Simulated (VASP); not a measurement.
# PbSe (P4/nmm) in VASP: further runs

PbSe is run at these levels: PBE; tasks: relaxation of shape and atoms at fixed volume.

All numbers are computed with VASP 6.6.1; they aren't measurements. Logs are shortened: lines on timing, memory, paths and dates and some standing lists are left out, and cuts for length are marked.

## Step 1: The cell of the first run

It takes space group P4/nmm (No. 129, tetragonal). The conventional cell has a = 5.298 Å, b = 5.298 Å, c = 4.132 Å, α = 90.00°, β = 90.00°, γ = 90.00°. Within 4.2 Å of Pb (site symmetry 4mm) lie 8 Se at 2.97 to 3.84 Å and 6 Pb at 4.01 to 4.13 Å. Within 3.9 Å of Se (site symmetry -4m2) lie 8 Pb at 2.97 to 3.84 Å and 4 Se at 3.75 Å.

## Step 2: Relaxation of shape and atoms at fixed volume, PBE (28.99 Å³/atom)

INCAR reads:

```
PREC = Accurate ; ENCUT = 600
EDIFF = 1E-6 ; ISMEAR = 0
SIGMA = 0.05 ; LREAL = F
LASPH = T ; NELM = 60
ALGO = Normal ; ISIF = 4
LWAVE = F ; LCHARG = F
GGA = PE ; IBRION = 2
NSW = 60 ; EDIFFG = -0.01
```

KPOINTS reads:

```
Automatic mesh
0
Gamma
  6 6 8
```

POSCAR reads:

```
PbSe
1.0
    5.2975942940      0.0000000000      0.0000000000
    0.0000000000      5.2975942940      0.0000000000
    0.0000000000      0.0000000000      4.1321488924
Pb Se
2 2
Direct
    0.5000000000      0.0000000000      0.3266571802
    0.0000000000      0.5000000000      0.6733428198
    0.0000000000      0.0000000000      0.0000000000
    0.5000000000      0.5000000000      0.0000000000
```

Potentials or basis: VASP PAW PBE potentials, release 64 (Pb_d, Se).

The run is started by

```console
cat potpaw_PBE.64/Pb_d/POTCAR potpaw_PBE.64/Se/POTCAR > POTCAR
mpirun -np 1 vasp_std > vasp.out
```

OUTCAR:

```text
PREC = Accurate
   ENCUT = 600
   EDIFF = 1E-6
   ISMEAR = 0
   LREAL = F
   LASPH = T
   NELM = 60
   ISIF = 4
   GGA = PE
   IBRION = 2
   NSW = 60
   EDIFFG = -0.01

 ion  position               nearest neighbor table
   1  0.500  0.000  0.327-   3 2.97   4 2.97   4 2.97   3 2.97   2 4.01   2 4.01   2 4.01   2 4.01

   2  0.000  0.500  0.673-   3 2.97   4 2.97   3 2.97   4 2.97   1 4.01   1 4.01   1 4.01   1 4.01

   3  0.000  0.000  0.000-   1 2.97   2 2.97   2 2.97   1 2.97
   4  0.500  0.500  0.000-   1 2.97   2 2.97   1 2.97   2 2.97

  LATTYP: Found a simple tetragonal cell.
 ALAT       =     5.2975942940
 C/A-ratio  =     0.7800047839

  Lattice vectors:

 A1 = (   5.2975942940,   0.0000000000,   0.0000000000)
 A2 = (   0.0000000000,   5.2975942940,   0.0000000000)
 A3 = (   0.0000000000,   0.0000000000,   4.1321488924)

Analysis of symmetry for initial positions (statically):
=====================================================================
 Subroutine PRICEL returns:
 Original cell was already a primitive cell.

 Routine SETGRP: Setting up the symmetry group for a
 simple tetragonal supercell.

 Subroutine GETGRP returns: Found 16 space group operations
 (whereof  8 operations were pure point group operations)
 out of a pool of 16 trial point group operations.

The static configuration has the point symmetry D_2d.
 The point group associated with its full space group is D_4h.

Analysis of symmetry for dynamics (positions and initial velocities):
=====================================================================
 Subroutine PRICEL returns:
 Original cell was already a primitive cell.

 Routine SETGRP: Setting up the symmetry group for a
 simple tetragonal supercell.

 Subroutine GETGRP returns: Found 16 space group operations
 (whereof  8 operations were pure point group operations)
 out of a pool of 16 trial point group operations.

The dynamic configuration has the point symmetry D_2d.
 The point group associated with its full space group is D_4h.

 Subroutine INISYM returns: Found 16 space group operations
 (whereof  8 operations are pure point group operations),
 and found     1 'primitive' translations

----------------------------------------------------------------------------------------

                                     Primitive cell

  volume of cell :     115.9667

  direct lattice vectors                    reciprocal lattice vectors
     5.297594294  0.000000000  0.000000000     0.188764927  0.000000000  0.000000000
[... 94 lines left out ...]
   IBRION =      2    ionic relax: 0-MD 1-quasi-New 2-CG
   NFREE  =      1    steps in history (QN), initial steepest desc. (CG)
   ISIF   =      4    stress and relaxation
   ISYM   =      2    0-nonsym 1-usesym 2-fastsym
   POTIM  = 0.5000    time-step for ionic-motion
   TEBEG  =    0.0;   TEEND  =   0.0 temperature during run
   PSTRESS=    0.0 pullay stress
   NELECT =      40.0000    total number of electrons
   NUPDOWN=      -1.0000    fix difference up-down
   EMIN   =  10.00;   EMAX   =-10.00  energy-range for DOS
   EFERMI =   0.00;   METHOD = LEGACY
   ISMEAR =     0;   SIGMA  =   0.05  broadening in eV -4-tet -1-fermi 0-gaus
   EFERMI_NEDOS =   21; number of points for ismear=-14 and -15
   IALGO  =     38    algorithm
   IMIX   =      4    mixing-type and parameters
     AMIX     =   0.40;   BMIX     =  1.00
     AMIX_MAG =   1.60;   BMIX_MAG =  1.00
  volume/ion in A,a.u.               =      28.99       195.65
  Fermi-wavevector in a.u.,A,eV,Ry     =   1.148111  2.169614 17.934626  1.318158
  Thomas-Fermi vector in A             =   2.284787
   LORBIT       =      0    0 simple, 1 ext, 2 COOP (PROOUT), +10 PAW based schemes
   GGA     = PE    functional components
   LHFCALC =     F    Hartree Fock is set to
   AEXX    =    0.0000 exact exchange contribution
   IVDW    =     0    specifies the selected vdW correction
   LEPSILON=     F    determine dielectric tensor
   LRPA    =     F    only Hartree local field effects (RPA)
 conjugate gradient relaxation of ions
 non-spin polarized calculation
 Gauss-broadening in eV      SIGMA  =   0.05
  energy-cutoff  :      600.00
  volume of cell :      115.97
 maximum number of plane-waves:      3893
   NGX = 21   NGY = 21   NGZ = 17

--------------------------------------- Ionic step        1  -------------------------------------------

 number of electron      40.0000004 magnetization

 Free energy of the ion-electron system (eV)
  ---------------------------------------------------
  ext. energy  EPLUGINS =         0.00000000
  ---------------------------------------------------
  free energy    TOTEN  =       -15.69123547 eV

  energy without entropy =      -15.69123547  energy(sigma->0) =      -15.69123547

------------------------ aborting loop because EDIFF is reached ----------------------------------------

  FORCE on cell =-STRESS in cart. coord.  units (eV):
  Direction    XX          YY          ZZ          XY          YZ          ZX
  --------------------------------------------------------------------------------------
  -------------------------------------------------------------------------------------
  Total        1.1091398      1.1091398      0.8263868      0.0000000      0.0000000      0.0000000
  in kB       15.3236950     15.3236950     11.4172267      0.0000000      0.0000000      0.0000000
  external PRESSURE =      14.0215389 kB  Pullay stress =       0.0000000 kB
[... 253 lines left out ...]
--------------------------------------- Ionic step        8  -------------------------------------------

 number of electron      40.0000009 magnetization

 Free energy of the ion-electron system (eV)
  ---------------------------------------------------
  ext. energy  EPLUGINS =         0.00000000
  ---------------------------------------------------
  free energy    TOTEN  =       -15.69578109 eV

  energy without entropy =      -15.69578107  energy(sigma->0) =      -15.69578108

 E-fermi :   4.7366     XC(G=0):  -9.5339

 val. band max:        4.5782766172   @ k =   0.5000   0.5000   0.5000
 cond. band min:       4.9043468656   @ k =   0.1667   0.1667   0.3750
 fundamental gap:      0.3260702484
 Fermi energy:         4.7366054144

 k-point     1 :       0.0000    0.0000    0.0000
  band No.  band energies     occupation
      1     -12.1096      2.00000
      2     -12.0887      2.00000
      3     -12.0858      2.00000
      4     -12.0578      2.00000
      5     -12.0510      2.00000
      6     -12.0510      2.00000
[... 637 lines left out ...]
     23       7.9348      0.00000
     24       7.9348      0.00000

 [... further k-points ...]
[... 5 lines left out ...]
  --------------------------------------------------------------------------------------
  -------------------------------------------------------------------------------------
  Total        0.6163335      0.6163335      0.6105295      0.0000000      0.0000000      0.0000000
  in kB        8.5151639      8.5151639      8.4349765      0.0000000      0.0000000      0.0000000
  external PRESSURE =       8.4884347 kB  Pullay stress =       0.0000000 kB
[... 19 lines left out ...]
  FREE ENERGIE OF THE ION-ELECTRON SYSTEM (eV)
  ---------------------------------------------------
  free  energy   TOTEN  =       -15.6957810935 eV

  energy  without entropy=      -15.6957810737  energy(sigma->0) =      -15.69578108

 reached required accuracy - stopping structural energy minimisation
```

It took 12 min on 1 thread of Oxide Virtual Turin-like, shared host; peak memory 0.31 GiB.

What came out:

```yaml
Free_energy: -15.6958 eV
Energy_gained_by_relaxing: 1.1 meV/atom
Ionic_steps: 8
Pressure_after_relaxing: 0.8 GPa
Band_gap_on_the_k_mesh: 0.33 eV (least direct gap 0.77 eV)
```

The path:
| step | energy change (eV) | largest force (eV/Å) | pressure (GPa) | volume (Å³) |
| --- | --- | --- | --- | --- |
| 1 | 0.0000 | 0.0935 | 1.40 | 115.97 |
| 2 | -0.0014 | 0.0818 | 1.31 | 115.97 |
| 3 | -0.0032 | 0.0592 | 1.13 | 115.97 |
| 4 | -0.0031 | 0.0181 | 0.79 | 115.97 |
| 5 | -0.0038 | 0.0403 | 0.96 | 115.97 |
| 6 | -0.0043 | 0.0225 | 0.92 | 115.97 |
| 7 | -0.0044 | 0.0141 | 0.83 | 115.97 |
| 8 | -0.0045 | 0.0019 | 0.85 | 115.97 |

Final structure:
```yaml
crystal:
  lattice:
    - [5.32032, 0.00000, 0.00000]
    - [0.00000, 5.32032, 0.00000]
    - [0.00000, 0.00000, 4.09692]
  atoms:
    - { symbol: Pb, position: [0.50000, 0.00000, 0.33542] }
    - { symbol: Pb, position: [0.00000, 0.50000, 0.66458] }
    - { symbol: Se, position: [0.00000, 0.00000, 0.00000] }
    - { symbol: Se, position: [0.50000, 0.50000, 0.00000] }
```

Caveat: spin-orbit coupling is left out, which moves the levels of the heavy elements.

## Step 3: Relaxation of shape and atoms at fixed volume, PBE (29.60 Å³/atom)

This run uses another cell than the first one, of 29.60 Å³/atom.

INCAR reads:

```
SYSTEM = PbSe
PREC = Accurate
ENCUT = 600
EDIFF = 1E-7
ISMEAR = 0
SIGMA = 0.05
LREAL = .FALSE.
LASPH = .TRUE.
NELM = 60
ALGO = Normal
ISIF = 4
LWAVE = .FALSE.
LCHARG = .FALSE.
GGA = PE
IBRION = 2
NSW = 60
EDIFFG = -0.01
```

KPOINTS reads:

```
regular mesh
0
G
  6 6 8
  0 0 0
```

POSCAR reads:

```
PbSe
1.0
    5.3135518414      0.0000000000      0.0000000000
    0.0000000000      5.3135518414      0.0000000000
    0.0000000000      0.0000000000      4.1929371406
Pb Se
2 2
Direct
    0.5000000000      0.0000000000      0.3182456201
    0.0000000000      0.5000000000      0.6817543799
    0.0000000000      0.0000000000      0.0000000000
    0.5000000000      0.5000000000      0.0000000000
```

Potentials or basis: VASP PAW PBE potentials, release 64 (Pb_d, Se).

The run is started by

```console
cat potpaw_PBE.64/Pb_d/POTCAR potpaw_PBE.64/Se/POTCAR > POTCAR
mpirun -np 1 vasp_std > vasp.out
```

OUTCAR:

```text
SYSTEM = PbSe
   PREC = Accurate
   ENCUT = 600
   EDIFF = 1E-7
   ISMEAR = 0
   LREAL = .FALSE.
   LASPH = .TRUE.
   NELM = 60
   ISIF = 4
   GGA = PE
   IBRION = 2
   NSW = 60
   EDIFFG = -0.01

 ion  position               nearest neighbor table
   1  0.500  0.000  0.318-   3 2.97   4 2.97   4 2.97   3 2.97   2 4.05   2 4.05   2 4.05   2 4.05

   2  0.000  0.500  0.682-   3 2.97   4 2.97   3 2.97   4 2.97   1 4.05   1 4.05   1 4.05   1 4.05

   3  0.000  0.000  0.000-   1 2.97   2 2.97   2 2.97   1 2.97
   4  0.500  0.500  0.000-   1 2.97   2 2.97   1 2.97   2 2.97

  LATTYP: Found a simple tetragonal cell.
 ALAT       =     5.3135518414
 C/A-ratio  =     0.7891025186

  Lattice vectors:

 A1 = (   5.3135518414,   0.0000000000,   0.0000000000)
 A2 = (   0.0000000000,   5.3135518414,   0.0000000000)
 A3 = (   0.0000000000,   0.0000000000,   4.1929371406)

Analysis of symmetry for initial positions (statically):
=====================================================================
 Subroutine PRICEL returns:
 Original cell was already a primitive cell.

 Routine SETGRP: Setting up the symmetry group for a
 simple tetragonal supercell.

 Subroutine GETGRP returns: Found 16 space group operations
 (whereof  8 operations were pure point group operations)
 out of a pool of 16 trial point group operations.

The static configuration has the point symmetry D_2d.
 The point group associated with its full space group is D_4h.

Analysis of symmetry for dynamics (positions and initial velocities):
=====================================================================
 Subroutine PRICEL returns:
 Original cell was already a primitive cell.

 Routine SETGRP: Setting up the symmetry group for a
 simple tetragonal supercell.
[... 127 lines left out ...]
   IALGO  =     38    algorithm
   IMIX   =      4    mixing-type and parameters
     AMIX     =   0.40;   BMIX     =  1.00
     AMIX_MAG =   1.60;   BMIX_MAG =  1.00
  volume/ion in A,a.u.               =      29.60       199.72
  Fermi-wavevector in a.u.,A,eV,Ry     =   1.140247  2.154754 17.689780  1.300162
  Thomas-Fermi vector in A             =   2.276949
   LORBIT       =      0    0 simple, 1 ext, 2 COOP (PROOUT), +10 PAW based schemes
   GGA     = PE    functional components
   LHFCALC =     F    Hartree Fock is set to
   AEXX    =    0.0000 exact exchange contribution
   IVDW    =     0    specifies the selected vdW correction
   LEPSILON=     F    determine dielectric tensor
   LRPA    =     F    only Hartree local field effects (RPA)
 conjugate gradient relaxation of ions
 non-spin polarized calculation
 Gauss-broadening in eV      SIGMA  =   0.05
  energy-cutoff  :      600.00
  volume of cell :      118.38
 maximum number of plane-waves:      3984
   NGX = 21   NGY = 21   NGZ = 17

--------------------------------------- Ionic step        1  -------------------------------------------

 number of electron      40.0000002 magnetization

 Free energy of the ion-electron system (eV)
  ---------------------------------------------------
  ext. energy  EPLUGINS =         0.00000000
  ---------------------------------------------------
  free energy    TOTEN  =       -15.70027278 eV

  energy without entropy =      -15.70027278  energy(sigma->0) =      -15.70027278

------------------------ aborting loop because EDIFF is reached ----------------------------------------

  FORCE on cell =-STRESS in cart. coord.  units (eV):
  Direction    XX          YY          ZZ          XY          YZ          ZX
  --------------------------------------------------------------------------------------
  -------------------------------------------------------------------------------------
  Total        0.8068294      0.8068294      0.5170660      0.0000000      0.0000000      0.0000000
  in kB       10.9195341     10.9195341      6.9979102      0.0000000      0.0000000      0.0000000
  external PRESSURE =       9.6123261 kB  Pullay stress =       0.0000000 kB
[... 177 lines left out ...]
--------------------------------------- Ionic step        6  -------------------------------------------

 number of electron      40.0000006 magnetization

 Free energy of the ion-electron system (eV)
  ---------------------------------------------------
  ext. energy  EPLUGINS =         0.00000000
  ---------------------------------------------------
  free energy    TOTEN  =       -15.70512182 eV

  energy without entropy =      -15.70512182  energy(sigma->0) =      -15.70512182

 E-fermi :   4.5601     XC(G=0):  -9.4262

 val. band max:        4.3761007809   @ k =   0.5000   0.5000   0.5000
 cond. band min:       4.7527768294   @ k =   0.1667   0.1667   0.3750
 fundamental gap:      0.3766760485
 Fermi energy:         4.5601300425

 k-point     1 :       0.0000    0.0000    0.0000
  band No.  band energies     occupation
      1     -12.2964      2.00000
      2     -12.2799      2.00000
      3     -12.2743      2.00000
      4     -12.2472      2.00000
      5     -12.2472      2.00000
      6     -12.2429      2.00000
[... 637 lines left out ...]
     23       7.7654      0.00000
     24       7.7654      0.00000

 [... further k-points ...]
[... 5 lines left out ...]
  --------------------------------------------------------------------------------------
  -------------------------------------------------------------------------------------
  Total        0.2938058      0.2938058      0.2814674      0.0000000      0.0000000      0.0000000
  in kB        3.9763336      3.9763336      3.8093472      0.0000000      0.0000000      0.0000000
  external PRESSURE =       3.9206715 kB  Pullay stress =       0.0000000 kB
[... 19 lines left out ...]
  FREE ENERGIE OF THE ION-ELECTRON SYSTEM (eV)
  ---------------------------------------------------
  free  energy   TOTEN  =       -15.7051218165 eV

  energy  without entropy=      -15.7051218160  energy(sigma->0) =      -15.70512182

 reached required accuracy - stopping structural energy minimisation
```

OSZICAR:

```text
N       E                     dE             d eps       ncg     rms          rms(c)
DAV:   1     0.408289109304E+03    0.40829E+03   -0.20673E+04  2400   0.193E+03
DAV:   2     0.280662418220E+02   -0.38022E+03   -0.37585E+03  2440   0.460E+02
DAV:   3    -0.148507638143E+02   -0.42917E+02   -0.41772E+02  3168   0.163E+02
[... 46 lines left out ...]
DAV:   2    -0.157055384815E+02   -0.27737E-02   -0.37604E-02  3544   0.175E+00    0.111E-01
DAV:   3    -0.157051761808E+02    0.36230E-03   -0.66412E-04  3480   0.270E-01    0.434E-02
DAV:   4    -0.157051208778E+02    0.55303E-04   -0.16115E-04  3656   0.135E-01    0.771E-03
DAV:   5    -0.157051217527E+02   -0.87495E-06   -0.20864E-05  2800   0.501E-02    0.272E-03
DAV:   6    -0.157051218165E+02   -0.63770E-07   -0.58964E-07  2992   0.651E-03
   6 F= -.15705122E+02 E0= -.15705122E+02  d E =-.686809E-03
```

CONTCAR:

```text
PbSe
   1.00000000000000
     5.3367826054006962    0.0000000000000000    0.0000000000000000
     0.0000000000000000    5.3367826054006962    0.0000000000000000
     0.0000000000000000    0.0000000000000000    4.1565132723689882
  Pb              Se
     2     2
Direct
     0.5000000000000000    1.0000000000000000    0.3270594750515103
     0.0000000000000000    0.5000000000000000    0.6729405249484897
     0.0000000000000000    1.0000000000000000    0.0000000000000000
     0.5000000000000000    0.5000000000000000    0.0000000000000000

  0.00000000E+00  0.00000000E+00  0.00000000E+00
  0.00000000E+00  0.00000000E+00  0.00000000E+00
  0.00000000E+00  0.00000000E+00  0.00000000E+00
  0.00000000E+00  0.00000000E+00  0.00000000E+00
```

Wall time 13 min (1 thread of Oxide Virtual Turin-like, shared host); peak memory 0.32 GiB.

Results:

```
Free energy               : -15.7051 eV
Energy gained by relaxing : 1.2 meV/atom
Ionic steps               : 6
Pressure after relaxing   : 0.4 GPa
Band gap on the k mesh    : 0.38 eV (least direct gap 0.83 eV)
```

Step by step:
```tsv
step	energy change (eV)	largest force (eV/Å)	pressure (GPa)	volume (Å³)
1	0.0000	0.0971	0.96	118.38
2	-0.0014	0.0849	0.86	118.38
3	-0.0039	0.0503	0.59	118.38
4	-0.0042	0.0367	0.47	118.38
5	-0.0046	0.0227	0.44	118.38
6	-0.0048	0.0001	0.39	118.38
```

Final structure:
```xyz
4
Lattice="5.3368 0.0000 0.0000 0.0000 5.3368 0.0000 0.0000 0.0000 4.1565" Properties=species:S:1:pos:R:3 pbc="T T T"
Pb    2.6684    5.3368    1.3594
Pb    0.0000    2.6684    2.7971
Se    0.0000    5.3368    0.0000
Se    2.6684    2.6684    0.0000
```

Caveat: spin-orbit coupling is left out, which moves the levels of the heavy elements.
